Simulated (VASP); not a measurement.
# PbI2 (P-3m1) in VASP: single point with PBE

Aim: the single point of PbI2 with PBE.

Program: VASP 6.6.1. These are calculated values, not measurements. Logs are shortened: lines on timing, memory, paths and dates and some standing lists are left out, and cuts for length are marked.

## (1) The cell of the first run

It takes space group P-3m1 (No. 164, trigonal). The conventional cell has a = 4.555 Å, b = 4.555 Å, c = 6.977 Å, α = 90.00°, β = 90.00°, γ = 120.00°. Pb (site symmetry -3m) has 6 I at 3.21 Å within 4.2 Å. Within 4.2 Å of I (site symmetry 3m) lie 3 Pb at 3.21 Å.

## (2) Single point, PBE

INCAR reads:

```
PREC = Accurate ; ENCUT = 500
EDIFF = 1E-6 ; ISMEAR = 0
SIGMA = 0.01 ; LREAL = False
LASPH = True ; NELM = 120
ALGO = Normal ; ISIF = 2
LWAVE = False ; LCHARG = False
GGA = PE ; NBANDS = 21
GGA_COMPAT = False
```

KPOINTS reads:

```
Automatic mesh
0
Gamma
  4 4 3
```

POSCAR reads:

```
PbI2
1.0
    4.5550000000      0.0000000000      0.0000000000
   -2.2775000000      3.9447457100      0.0000000000
    0.0000000000      0.0000000000      6.9770000000
Pb I
1 2
Direct
    0.0000000000      0.0000000000      0.0000000000
    0.3333333342      0.6666666684      0.2650000000
    0.6666666671      0.3333333342      0.7350000000
```

Potentials or basis: VASP PAW PBE potentials, release 64 (Pb_d, I).

Started as:

```bash
$ cat potpaw_PBE.64/Pb_d/POTCAR potpaw_PBE.64/I/POTCAR > POTCAR
$ mpirun -np 1 vasp_std > vasp.out
```

OUTCAR:

```text
PREC = Accurate
   ENCUT = 500
   EDIFF = 1E-6
   ISMEAR = 0
   LREAL = False
   LASPH = True
   NELM = 120
   ISIF = 2
   GGA = PE

 ion  position               nearest neighbor table
   1  0.000  0.000  0.000-   3 3.21   2 3.21   2 3.21   3 3.21   3 3.21   2 3.21
   2  0.333  0.667  0.265-   1 3.21   1 3.21   1 3.21
   3  0.667  0.333  0.735-   1 3.21   1 3.21   1 3.21

  LATTYP: Found a hexagonal cell.
 ALAT       =     4.5550000000
 C/A-ratio  =     1.5317233809

  Lattice vectors:

 A1 = (   4.5550000000,   0.0000000000,   0.0000000000)
 A2 = (  -2.2775000000,   3.9447457100,   0.0000000000)
 A3 = (   0.0000000000,   0.0000000000,   6.9770000000)

Analysis of symmetry for initial positions (statically):
=====================================================================
 Subroutine PRICEL returns:
 Original cell was already a primitive cell.

 Routine SETGRP: Setting up the symmetry group for a
 hexagonal supercell.

 Subroutine GETGRP returns: Found 12 space group operations
 (whereof 12 operations were pure point group operations)
 out of a pool of 24 trial point group operations.

The static configuration has the point symmetry D_3d.

Analysis of symmetry for dynamics (positions and initial velocities):
=====================================================================
 Subroutine PRICEL returns:
 Original cell was already a primitive cell.

 Routine SETGRP: Setting up the symmetry group for a
 hexagonal supercell.

 Subroutine GETGRP returns: Found 12 space group operations
 (whereof 12 operations were pure point group operations)
 out of a pool of 24 trial point group operations.

The dynamic configuration has the point symmetry D_3d.

 Subroutine INISYM returns: Found 12 space group operations
 (whereof 12 operations are pure point group operations),
 and found     1 'primitive' translations

----------------------------------------------------------------------------------------

                                     Primitive cell

  volume of cell :     125.3649

  direct lattice vectors                    reciprocal lattice vectors
     4.555000000  0.000000000  0.000000000     0.219538968  0.126750883  0.000000000
    -2.277500000  3.944745710  0.000000000     0.000000000  0.253501765  0.000000000
     0.000000000  0.000000000  6.977000000     0.000000000  0.000000000  0.143328078

  length of vectors
     4.555000000  4.554999996  6.977000000     0.253501765  0.253501765  0.143328078

  position of ions in fractional coordinates (direct lattice)
     0.000000000  0.000000000  0.000000000
     0.333333334  0.666666668  0.265000000
     0.666666667  0.333333334  0.735000000

  ion indices of the primitive-cell ions
   primitive index   ion index
                 1           1
                 2           2
                 3           3

----------------------------------------------------------------------------------------

 KPOINTS: Automatic mesh

Automatic generation of k-mesh.
 Grid dimensions read from file:
 generate k-points for:    4    4    3

 Generating k-lattice:

  Cartesian coordinates                     Fractional coordinates (reciprocal lattice)
     0.054884742  0.031687721  0.000000000     0.250000000  0.000000000  0.000000000
     0.000000000  0.063375441  0.000000000     0.000000000  0.250000000  0.000000000
     0.000000000  0.000000000  0.047776026     0.000000000  0.000000000  0.333333333

  Length of vectors
     0.063375441  0.063375441  0.047776026

  Shift w.r.t. Gamma in fractional coordinates (k-lattice)
     0.000000000  0.000000000  0.000000000

 Subroutine IBZKPT returns following result:
 ===========================================

 Found      9 irreducible k-points:

 Following reciprocal coordinates:
            Coordinates               Weight
  0.000000  0.000000  0.000000      1.000000
  0.250000  0.000000  0.000000      6.000000
  0.500000  0.000000  0.000000      3.000000
  0.250000  0.250000  0.000000      6.000000
  0.000000  0.000000  0.333333      2.000000
  0.250000  0.000000  0.333333      6.000000
  0.000000  0.250000  0.333333      6.000000
  0.500000  0.000000  0.333333      6.000000
  0.250000  0.250000  0.333333     12.000000
   k-points           NKPTS =      9   k-points in BZ     NKDIM =      9   number of bands    NBANDS=     21
   number of dos      NEDOS =    301   number of ions     NIONS =      3
   total plane-waves  NPLWV =  69984
   dimension x,y,z NGX =    36 NGY =   36 NGZ =   54
   dimension x,y,z NGXF=    72 NGYF=   72 NGZF=  108
   ions per type =               1   2
   NGX,Y,Z   is equivalent  to a cutoff of  13.14, 13.14, 12.87 a.u.
   NGXF,Y,Z  is equivalent  to a cutoff of  26.28, 26.28, 25.73 a.u.
 SYSTEM =  unknown system
   PREC   = accura    normal or accurate (medium, high low for compatibility)
   ISTART =      0    job   : 0-new  1-cont  2-samecut
   ICHARG =      2    charge: 1-file 2-atom 10-const
   ISPIN  =      1    spin polarized calculation?
   LNONCOLLINEAR =      F non collinear calculations
   LSORBIT =      F    spin-orbit coupling
   LASPH  =      T    aspherical Exc in radial PAW
   ENCUT  =  500.0 eV  36.75 Ry    6.06 a.u.   8.30  8.30 12.72*2*pi/ulx,y,z
   NELM   =    120;   NELMIN=  2; NELMDL= -5     # of ELM steps
   EDIFF  = 0.1E-05   stopping-criterion for ELM
   LREAL  =      F    real-space projection
   EDIFFG = 0.1E-04   stopping-criterion for IOM
   NSW    =      0    number of steps for IOM
   IBRION =     -1    ionic relax: 0-MD 1-quasi-New 2-CG
   NFREE  =      0    steps in history (QN), initial steepest desc. (CG)
   ISIF   =      2    stress and relaxation
   ISYM   =      2    0-nonsym 1-usesym 2-fastsym
   POTIM  = 0.5000    time-step for ionic-motion
   TEBEG  =    0.0;   TEEND  =   0.0 temperature during run
   PSTRESS=    0.0 pullay stress
   NELECT =      28.0000    total number of electrons
   NUPDOWN=      -1.0000    fix difference up-down
   EMIN   =  10.00;   EMAX   =-10.00  energy-range for DOS
   EFERMI =   0.00;   METHOD = LEGACY
   ISMEAR =     0;   SIGMA  =   0.01  broadening in eV -4-tet -1-fermi 0-gaus
   EFERMI_NEDOS =   21; number of points for ismear=-14 and -15
   IALGO  =     38    algorithm
   IMIX   =      4    mixing-type and parameters
     AMIX     =   0.40;   BMIX     =  1.00
     AMIX_MAG =   1.60;   BMIX_MAG =  1.00
  volume/ion in A,a.u.               =      41.79       282.00
  Fermi-wavevector in a.u.,A,eV,Ry     =   0.993273  1.877015 13.423400  0.986592
  Thomas-Fermi vector in A             =   2.125144
   LORBIT       =      0    0 simple, 1 ext, 2 COOP (PROOUT), +10 PAW based schemes
   GGA     = PE    functional components
   LHFCALC =     F    Hartree Fock is set to
   AEXX    =    0.0000 exact exchange contribution
   IVDW    =     0    specifies the selected vdW correction
   LEPSILON=     F    determine dielectric tensor
   LRPA    =     F    only Hartree local field effects (RPA)
 non-spin polarized calculation
 Gauss-broadening in eV      SIGMA  =   0.01
  energy-cutoff  :      500.00
  volume of cell :      125.36
 maximum number of plane-waves:      3199
 NGX is ok and might be reduce to    36
   NGX = 17   NGY = 17   NGZ = 25

 number of electron      28.0000001 magnetization

 Free energy of the ion-electron system (eV)
  ---------------------------------------------------
  ext. energy  EPLUGINS =         0.00000000
  ---------------------------------------------------
  free energy    TOTEN  =        -8.54616897 eV

  energy without entropy =       -8.54616897  energy(sigma->0) =       -8.54616897

 E-fermi :   2.6088     XC(G=0):  -8.1284

 val. band max:        2.5579594326   @ k =   0.0000   0.0000   0.3333
 cond. band min:       4.9593247537   @ k =   0.0000   0.0000   0.3333
 fundamental gap:      2.4013653211
 Fermi energy:         2.6087553196

 k-point     1 :       0.0000    0.0000    0.0000
  band No.  band energies     occupation
      1     -13.4352      2.00000
      2     -13.4352      2.00000
      3     -13.4221      2.00000
      4     -13.4130      2.00000
      5     -13.4130      2.00000
      6      -9.5427      2.00000
[... 13 lines left out ...]
     20      10.5370      0.00000
     21      10.5725      0.00000

 k-point     2 :       0.2500    0.0000    0.0000
  band No.  band energies     occupation
      1     -13.4563      2.00000
      2     -13.4305      2.00000
      3     -13.4190      2.00000
      4     -13.4127      2.00000
      5     -13.4082      2.00000
      6      -9.2770      2.00000
[... 13 lines left out ...]
     20      10.5557      0.00000
     21      10.9107      0.00000

 k-point     3 :       0.5000    0.0000    0.0000
  band No.  band energies     occupation
      1     -13.4780      2.00000
      2     -13.4294      2.00000
      3     -13.4217      2.00000
      4     -13.4058      2.00000
      5     -13.3998      2.00000
      6      -8.8846      2.00000
[... 13 lines left out ...]
     20      11.6605      0.00000
     21      12.5420      0.00000

 k-point     4 :       0.2500    0.2500    0.0000
  band No.  band energies     occupation
      1     -13.4649      2.00000
      2     -13.4411      2.00000
      3     -13.4141      2.00000
      4     -13.4120      2.00000
      5     -13.4030      2.00000
      6      -8.9067      2.00000
[... 13 lines left out ...]
     20      10.7692      0.00000
     21      12.1421      0.00000

 k-point     5 :       0.0000    0.0000    0.3333
  band No.  band energies     occupation
      1     -13.4352      2.00000
      2     -13.4352      2.00000
      3     -13.4220      2.00000
      4     -13.4130      2.00000
      5     -13.4130      2.00000
      6      -9.4320      2.00000
[... 13 lines left out ...]
     20      10.0943      0.00000
     21      10.2317      0.00000

 k-point     6 :       0.2500    0.0000    0.3333
  band No.  band energies     occupation
      1     -13.4564      2.00000
      2     -13.4305      2.00000
      3     -13.4190      2.00000
      4     -13.4127      2.00000
      5     -13.4082      2.00000
      6      -9.1824      2.00000
[... 13 lines left out ...]
     20      10.6889      0.00000
     21      11.2672      0.00000

 k-point     7 :       0.0000    0.2500    0.3333
  band No.  band energies     occupation
      1     -13.4565      2.00000
      2     -13.4305      2.00000
      3     -13.4190      2.00000
      4     -13.4127      2.00000
      5     -13.4082      2.00000
      6      -9.1834      2.00000
[... 13 lines left out ...]
     20       9.9328      0.00000
     21      10.6499      0.00000

 k-point     8 :       0.5000    0.0000    0.3333
  band No.  band energies     occupation
      1     -13.4783      2.00000
      2     -13.4294      2.00000
      3     -13.4217      2.00000
      4     -13.4057      2.00000
      5     -13.3998      2.00000
      6      -8.8378      2.00000
[... 13 lines left out ...]
     20      11.2814      0.00000
     21      11.4733      0.00000

 k-point     9 :       0.2500    0.2500    0.3333
  band No.  band energies     occupation
      1     -13.4652      2.00000
      2     -13.4412      2.00000
      3     -13.4141      2.00000
      4     -13.4120      2.00000
      5     -13.4030      2.00000
      6      -8.8561      2.00000
[... 13 lines left out ...]
     20      10.6844      0.00000
     21      10.8718      0.00000

------------------------ aborting loop because EDIFF is reached ----------------------------------------

  FORCE on cell =-STRESS in cart. coord.  units (eV):
  Direction    XX          YY          ZZ          XY          YZ          ZX
  --------------------------------------------------------------------------------------
  -------------------------------------------------------------------------------------
  Total        1.4129955      1.4129955      1.4611695     -0.0000000     -0.0000000      0.0000000
  in kB       18.0582328     18.0582328     18.6739017     -0.0000000     -0.0000000      0.0000000
  external PRESSURE =      18.2634558 kB  Pullay stress =       0.0000000 kB

 VOLUME and BASIS-vectors are now :
 -----------------------------------------------------------------------------
  energy-cutoff  :      500.00
  volume of cell :      125.36
      direct lattice vectors                 reciprocal lattice vectors
     4.555000000  0.000000000  0.000000000     0.219538968  0.126750883  0.000000000
    -2.277500000  3.944745710  0.000000000     0.000000000  0.253501765  0.000000000
     0.000000000  0.000000000  6.977000000     0.000000000  0.000000000  0.143328078

 POSITION                                       TOTAL-FORCE (eV/Angst)
 -----------------------------------------------------------------------------------
      0.00000      0.00000      0.00000        -0.000000     -0.000000      0.000000
      0.00000      2.62983      1.84891         0.000000     -0.000000      0.178425
      2.27750      1.31492      5.12809        -0.000000      0.000000     -0.178425
 -----------------------------------------------------------------------------------
    total drift:                               -0.000000     -0.000005     -0.000000

  FREE ENERGIE OF THE ION-ELECTRON SYSTEM (eV)
  ---------------------------------------------------
  free  energy   TOTEN  =        -8.5461689690 eV

  energy  without entropy=       -8.5461689690  energy(sigma->0) =       -8.54616897
```

Wall time 43 s (1 thread of Intel Xeon 8259CL, shared host); peak memory 0.25 GiB.

Results:

```yaml
Free_energy: -8.5462 eV
Pressure: 1.8 GPa
Largest_force: 0.178 eV/Å
Band_gap_on_the_k_mesh: 2.40 eV, direct
```

Forces in eV/Å, atoms in the order of the input:
```
Pb   0.000  0.000  0.000
I    0.000  0.000  0.178
I    0.000  0.000 -0.178
```

Levels at points of the mesh, in eV from the valence-band top:
```
           k point  band 11  band 12  band 13  band 14  band 15  band 16  band 17  band 18
(0.00, 0.00, 0.00)    -0.90    -0.81    -0.81    -0.58     2.58     3.48     3.48     6.53
(0.50, 0.00, 0.00)    -1.97    -1.45    -0.65    -0.26     2.99     3.82     4.88     5.19
```

Caveat: spin-orbit coupling is left out, which moves the levels of the heavy elements; this functional lacks dispersion, which binds the layers, so the pressure and a relaxed spacing across them are unreliable. A k mesh can miss the band edges.
